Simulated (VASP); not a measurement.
Here is a VASP 6.6.1 calculation.

File INCAR:

```
PREC = Accurate
ENCUT = 520
EDIFF = 1E-7
ISMEAR = -1
SIGMA = 0.05
LREAL = False
LASPH = True
NELM = 80
ALGO = Normal
ISIF = 2
LWAVE = False
LCHARG = False
GGA = PE
NBANDS = 7
```

Contents of KPOINTS:

```
regular mesh
0
Gamma
  20 20 18
```

File POSCAR:

```
Be
1.0
    1.6897228717      0.0000000000      0.0000000000
   -0.8448614359      1.4633429323      0.0000000000
    0.0000000000      0.0000000000      1.5851293412
Be
1
Direct
    0.0000000000      0.0000000000      0.0000000000
```

Potentials or basis: VASP PAW PBE potentials, release 64 (Be).

The run is started by

```bash
$ cat potpaw_PBE.64/Be/POTCAR > POTCAR
$ mpirun -np 1 vasp_std > vasp.out
```

(1) What does it give for the pressure?

(2) What does it give for the band gap on the k mesh?

## Answers

(1) 305.8 GPa.

(2) zero (band 1 reaches 21.05 eV, above the bottom of band 2 at 12.58 eV).
